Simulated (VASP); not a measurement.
# CsSnI3 (P4/mmm) in VASP: a series of runs

CsSnI3 is run at these levels: r2SCAN, HSE06; tasks: single point.

Program: VASP 6.6.1. These are calculated values, not measurements. Logs are shortened: lines on timing, memory, paths and dates and some standing lists are left out, and cuts for length are marked.

## Step 1: The cell of the first run

It takes space group P4/mmm (No. 123, tetragonal). The conventional cell has a = 6.241 Å, b = 6.241 Å, c = 6.117 Å, α = 90.00°, β = 90.00°, γ = 90.00°. Cs (site symmetry 4/mmm) has 12 I at 4.37 to 4.41 Å and 8 Sn at 5.37 Å within 5.7 Å. Sn (site symmetry 4/mmm) has 6 I at 3.06 to 3.12 Å within 4.0 Å. Within 4.0 Å of I (site symmetry 4/mmm) lie 2 Sn at 3.06 Å. Within 4.1 Å of I (site symmetry mmm) lie 2 Sn at 3.12 Å.

## Step 2: Single point, r2SCAN (uniaxial z strain -2.0%)

The input, POSCAR:

```
CsSnI3
1.0
    6.2414907048      0.0000000000      0.0000000000
    0.0000000000      6.2414907048      0.0000000000
    0.0000000000      0.0000000000      6.1166608907
Cs Sn I
1 1 3
Direct
    0.0000000000      0.0000000000      0.0000000000
    0.5000000000      0.5000000000      0.5000000000
    0.5000000000      0.5000000000      0.0000000000
    0.5000000000      0.0000000000      0.5000000000
    0.0000000000      0.5000000000      0.5000000000
```

The input, INCAR.step1:

```
SYSTEM = CsSnI3
ALGO = Normal
EDIFF = 1E-4
ENCUT = 520
GGA = PE
ISMEAR = 0
LASPH = .True.
LCHARG = .False.
LREAL = .False.
LWAVE = .True.
NBANDS = 30
NELM = 60
PREC = Accurate
SIGMA = 0.01
```

The input, INCAR.step2:

```
SYSTEM = CsSnI3
ALGO = Normal
EDIFF = 1E-6
ENCUT = 520
ISIF = 2
ISMEAR = 0
ISTART = 1
LASPH = .True.
LCHARG = .False.
LMIXTAU = .True.
LREAL = .False.
LWAVE = .False.
METAGGA = R2SCAN
NBANDS = 30
NELM = 60
PREC = Accurate
SIGMA = 0.01
```

The input, KPOINTS:

```
k-points
0
Gamma
  4 4 4
  0 0 0
```

Potentials or basis: VASP PAW PBE potentials, release 64 (Cs_sv, Sn_d, I).

Run with:

```
cat potpaw_PBE.64/Cs_sv/POTCAR potpaw_PBE.64/Sn_d/POTCAR potpaw_PBE.64/I/POTCAR > POTCAR
cp INCAR.step1 INCAR
mpirun -np 1 vasp_std > vasp.out
cp INCAR.step2 INCAR
mpirun -np 1 vasp_std > vasp.out
```

OUTCAR:

```text
SYSTEM = CsSnI3
   EDIFF = 1E-6
   ENCUT = 520
   ISIF = 2
   ISMEAR = 0
   ISTART = 1
   LASPH = .True.
   LREAL = .False.
   METAGGA = R2SCAN
   NELM = 60
   PREC = Accurate

 ion  position               nearest neighbor table
   1  0.000  0.000  0.000-
   2  0.500  0.500  0.500-   3 3.06   3 3.06   5 3.12   4 3.12   4 3.12   5 3.12
   3  0.500  0.500  0.000-   2 3.06   2 3.06
   4  0.500  0.000  0.500-   2 3.12   2 3.12
   5  0.000  0.500  0.500-   2 3.12   2 3.12

  LATTYP: Found a simple tetragonal cell.
 ALAT       =     6.2414907048
 C/A-ratio  =     0.9800000000

  Lattice vectors:

 A1 = (   6.2414907048,   0.0000000000,   0.0000000000)
 A2 = (   0.0000000000,   6.2414907048,   0.0000000000)
 A3 = (   0.0000000000,   0.0000000000,   6.1166608907)

Analysis of symmetry for initial positions (statically):
=====================================================================
 Subroutine PRICEL returns:
 Original cell was already a primitive cell.

 Routine SETGRP: Setting up the symmetry group for a
 simple tetragonal supercell.

 Subroutine GETGRP returns: Found 16 space group operations
 (whereof 16 operations were pure point group operations)
 out of a pool of 16 trial point group operations.

The static configuration has the point symmetry D_4h.

Analysis of symmetry for dynamics (positions and initial velocities):
=====================================================================
 Subroutine PRICEL returns:
 Original cell was already a primitive cell.

 Routine SETGRP: Setting up the symmetry group for a
 simple tetragonal supercell.

 Subroutine GETGRP returns: Found 16 space group operations
 (whereof 16 operations were pure point group operations)
 out of a pool of 16 trial point group operations.

The dynamic configuration has the point symmetry D_4h.

 Subroutine INISYM returns: Found 16 space group operations
 (whereof 16 operations are pure point group operations),
 and found     1 'primitive' translations

----------------------------------------------------------------------------------------

                                     Primitive cell

  volume of cell :     238.2819

  direct lattice vectors                    reciprocal lattice vectors
     6.241490705  0.000000000  0.000000000     0.160218135  0.000000000  0.000000000
     0.000000000  6.241490705  0.000000000     0.000000000  0.160218135  0.000000000
     0.000000000  0.000000000  6.116660891     0.000000000  0.000000000  0.163487893

  length of vectors
     6.241490705  6.241490705  6.116660891     0.160218135  0.160218135  0.163487893

  position of ions in fractional coordinates (direct lattice)
     0.000000000  0.000000000  0.000000000
     0.500000000  0.500000000  0.500000000
     0.500000000  0.500000000  0.000000000
     0.500000000  0.000000000  0.500000000
     0.000000000  0.500000000  0.500000000

  ion indices of the primitive-cell ions
   primitive index   ion index
                 1           1
                 2           2
                 3           3
                 4           4
                 5           5

----------------------------------------------------------------------------------------

 KPOINTS: k-points

Automatic generation of k-mesh.
 Grid dimensions read from file:
 generate k-points for:    4    4    4

 Generating k-lattice:

  Cartesian coordinates                     Fractional coordinates (reciprocal lattice)
     0.040054534  0.000000000  0.000000000     0.250000000  0.000000000  0.000000000
     0.000000000  0.040054534  0.000000000     0.000000000  0.250000000  0.000000000
     0.000000000  0.000000000  0.040871973     0.000000000  0.000000000  0.250000000

  Length of vectors
     0.040054534  0.040054534  0.040871973

  Shift w.r.t. Gamma in fractional coordinates (k-lattice)
     0.000000000  0.000000000  0.000000000

 Subroutine IBZKPT returns following result:
 ===========================================

 Found     18 irreducible k-points:

 Following reciprocal coordinates:
            Coordinates               Weight
  0.000000  0.000000  0.000000      1.000000
  0.250000  0.000000  0.000000      4.000000
  0.500000  0.000000  0.000000      2.000000
  0.250000  0.250000  0.000000      4.000000
  0.500000  0.250000  0.000000      4.000000
  0.500000  0.500000  0.000000      1.000000
[... 10 lines left out ...]
  0.500000  0.250000  0.500000      4.000000
  0.500000  0.500000  0.500000      1.000000
   k-points           NKPTS =     18   k-points in BZ     NKDIM =     18   number of bands    NBANDS=     30
   number of dos      NEDOS =    301   number of ions     NIONS =      5
   total plane-waves  NPLWV = 110592
   dimension x,y,z NGX =    48 NGY =   48 NGZ =   48
   dimension x,y,z NGXF=    96 NGYF=   96 NGZF=   96
   ions per type =               1   1   3
   NGX,Y,Z   is equivalent  to a cutoff of  12.79, 12.79, 13.05 a.u.
   NGXF,Y,Z  is equivalent  to a cutoff of  25.57, 25.57, 26.09 a.u.
 SYSTEM =  CsSnI3
   PREC   = accura    normal or accurate (medium, high low for compatibility)
   ISTART =      1    job   : 0-new  1-cont  2-samecut
   ICHARG =      0    charge: 1-file 2-atom 10-const
   ISPIN  =      1    spin polarized calculation?
   LNONCOLLINEAR =      F non collinear calculations
   LSORBIT =      F    spin-orbit coupling
   LASPH  =      T    aspherical Exc in radial PAW
   ENCUT  =  520.0 eV  38.22 Ry    6.18 a.u.  11.61 11.61 11.37*2*pi/ulx,y,z
   NELM   =     60;   NELMIN=  2; NELMDL=  0     # of ELM steps
   EDIFF  = 0.1E-05   stopping-criterion for ELM
   LREAL  =      F    real-space projection
   EDIFFG = 0.1E-04   stopping-criterion for IOM
   NSW    =      0    number of steps for IOM
   IBRION =     -1    ionic relax: 0-MD 1-quasi-New 2-CG
   NFREE  =      0    steps in history (QN), initial steepest desc. (CG)
   ISIF   =      2    stress and relaxation
   ISYM   =      2    0-nonsym 1-usesym 2-fastsym
   POTIM  = 0.5000    time-step for ionic-motion
   TEBEG  =    0.0;   TEEND  =   0.0 temperature during run
   PSTRESS=    0.0 pullay stress
   NELECT =      44.0000    total number of electrons
   NUPDOWN=      -1.0000    fix difference up-down
   EMIN   =  10.00;   EMAX   =-10.00  energy-range for DOS
   EFERMI =   0.00;   METHOD = LEGACY
   ISMEAR =     0;   SIGMA  =   0.01  broadening in eV -4-tet -1-fermi 0-gaus
   EFERMI_NEDOS =   21; number of points for ismear=-14 and -15
   IALGO  =     38    algorithm
   IMIX   =      4    mixing-type and parameters
     AMIX     =   0.40;   BMIX     =  1.00
     AMIX_MAG =   1.60;   BMIX_MAG =  1.00
  volume/ion in A,a.u.               =      47.66       321.60
  Fermi-wavevector in a.u.,A,eV,Ry     =   0.932242  1.761682 11.824487  0.869075
  Thomas-Fermi vector in A             =   2.058819
   LORBIT       =      0    0 simple, 1 ext, 2 COOP (PROOUT), +10 PAW based schemes
   METAGGA = R2SCAN    functional components
   LHFCALC =     F    Hartree Fock is set to
   AEXX    =    0.0000 exact exchange contribution
   IVDW    =     0    specifies the selected vdW correction
   LEPSILON=     F    determine dielectric tensor
   LRPA    =     F    only Hartree local field effects (RPA)
 non-spin polarized calculation
 Gauss-broadening in eV      SIGMA  =   0.01
  energy-cutoff  :      520.00
  volume of cell :      238.28
 maximum number of plane-waves:      6467
 NGX is ok and might be reduce to    48
   NGX = 23   NGY = 23   NGZ = 23

 number of electron      43.9999991 magnetization

 Free energy of the ion-electron system (eV)
  ---------------------------------------------------
  ext. energy  EPLUGINS =         0.00000000
  ---------------------------------------------------
  free energy    TOTEN  =      -128.61696256 eV

  energy without entropy =     -128.61696256  energy(sigma->0) =     -128.61696256

 E-fermi :   2.9429     XC(G=0):  -7.9184

 val. band max:        2.8961017465   @ k =   0.5000   0.5000   0.5000
 cond. band min:       3.2483287308   @ k =   0.5000   0.5000   0.5000
 fundamental gap:      0.3522269843
 Fermi energy:         2.9429289324

 k-point     1 :       0.0000    0.0000    0.0000
  band No.  band energies     occupation
      1     -20.2540      2.00000
      2     -20.0950      2.00000
      3     -20.0925      2.00000
      4     -20.0682      2.00000
      5     -20.0650      2.00000
      6     -20.0650      2.00000
[... 22 lines left out ...]
     29       7.7051      0.00000
     30       7.7051      0.00000

 k-point     2 :       0.2500    0.0000    0.0000
  band No.  band energies     occupation
      1     -20.2538      2.00000
      2     -20.0948      2.00000
      3     -20.0918      2.00000
      4     -20.0683      2.00000
      5     -20.0651      2.00000
      6     -20.0650      2.00000
[... 22 lines left out ...]
     29       7.1137      0.00000
     30       7.6402      0.00000

 k-point     3 :       0.5000    0.0000    0.0000
  band No.  band energies     occupation
      1     -20.2536      2.00000
      2     -20.0947      2.00000
      3     -20.0911      2.00000
      4     -20.0683      2.00000
      5     -20.0652      2.00000
      6     -20.0650      2.00000
[... 22 lines left out ...]
     29       7.4494      0.00000
     30       7.7309      0.00000

 k-point     4 :       0.2500    0.2500    0.0000
  band No.  band energies     occupation
      1     -20.2536      2.00000
      2     -20.0945      2.00000
      3     -20.0913      2.00000
      4     -20.0683      2.00000
      5     -20.0651      2.00000
      6     -20.0651      2.00000
[... 22 lines left out ...]
     29       7.3607      0.00000
     30       7.7966      0.00000

 k-point     5 :       0.5000    0.2500    0.0000
  band No.  band energies     occupation
      1     -20.2534      2.00000
      2     -20.0944      2.00000
      3     -20.0906      2.00000
      4     -20.0684      2.00000
      5     -20.0652      2.00000
      6     -20.0651      2.00000
[... 22 lines left out ...]
     29       7.7157      0.00000
     30       8.2038      0.00000
[... 328 lines left out ...]
     29       8.3613      0.00000
     30       8.3756      0.00000

 k-point    16 :       0.2500    0.2500    0.5000
  band No.  band energies     occupation
      1     -20.2531      2.00000
      2     -20.0922      2.00000
      3     -20.0913      2.00000
      4     -20.0683      2.00000
      5     -20.0653      2.00000
      6     -20.0653      2.00000
[... 22 lines left out ...]
     29       7.7481      0.00000
     30       7.8373      0.00000

 k-point    17 :       0.5000    0.2500    0.5000
  band No.  band energies     occupation
      1     -20.2530      2.00000
      2     -20.0921      2.00000
      3     -20.0905      2.00000
      4     -20.0684      2.00000
      5     -20.0654      2.00000
      6     -20.0653      2.00000
[... 22 lines left out ...]
     29       7.4786      0.00000
     30       8.0350      0.00000

 k-point    18 :       0.5000    0.5000    0.5000
  band No.  band energies     occupation
      1     -20.2528      2.00000
      2     -20.0918      2.00000
      3     -20.0900      2.00000
      4     -20.0685      2.00000
      5     -20.0654      2.00000
      6     -20.0654      2.00000
[... 22 lines left out ...]
     29       7.1777      0.00000
     30       8.3270      0.00000

------------------------ aborting loop because EDIFF is reached ----------------------------------------

  FORCE on cell =-STRESS in cart. coord.  units (eV):
  Direction    XX          YY          ZZ          XY          YZ          ZX
  --------------------------------------------------------------------------------------
  -------------------------------------------------------------------------------------
  Total        0.1755141      0.1755141      1.4130142      0.0000000     -0.0000000      0.0000000
  in kB        1.1801344      1.1801344      9.5009288      0.0000000     -0.0000000      0.0000000
  external PRESSURE =       3.9537325 kB  Pullay stress =       0.0000000 kB

 VOLUME and BASIS-vectors are now :
 -----------------------------------------------------------------------------
  energy-cutoff  :      520.00
  volume of cell :      238.28
      direct lattice vectors                 reciprocal lattice vectors
     6.241490705  0.000000000  0.000000000     0.160218135  0.000000000  0.000000000
     0.000000000  6.241490705  0.000000000     0.000000000  0.160218135  0.000000000
     0.000000000  0.000000000  6.116660891     0.000000000  0.000000000  0.163487893

 POSITION                                       TOTAL-FORCE (eV/Angst)
 -----------------------------------------------------------------------------------
      0.00000      0.00000      0.00000         0.000000      0.000000      0.000000
      3.12075      3.12075      3.05833         0.000000      0.000000      0.000000
      3.12075      3.12075      0.00000         0.000000      0.000000      0.000000
      3.12075      0.00000      3.05833         0.000000      0.000000      0.000000
      0.00000      3.12075      3.05833         0.000000      0.000000      0.000000
 -----------------------------------------------------------------------------------
    total drift:                                0.000000     -0.000000     -0.000000

  FREE ENERGIE OF THE ION-ELECTRON SYSTEM (eV)
  ---------------------------------------------------
  free  energy   TOTEN  =      -128.6169625577 eV

  energy  without entropy=     -128.6169625577  energy(sigma->0) =     -128.61696256
```

Run time: 3.8 min. Hardware: 1 thread of Intel Xeon 6975P-C (Granite Rapids), shared host; peak memory 0.44 GiB.

What came out:

```yaml
Free_energy: -128.6170 eV
Pressure: 0.4 GPa
Band_gap_on_the_k_mesh: 0.35 eV
```

Stress tensor (GPa, compression positive):
```
0.12 0.00 0.00
0.00 0.12 0.00
0.00 0.00 0.95
```

Caveat: the cell differs from its parent crystal (uniaxial z strain -2.0%); the PAW data sets were made with another functional, which shifts forces and pressure a little; spin-orbit coupling is left out, which moves the levels of the heavy elements.

[end of part 1 of 2]
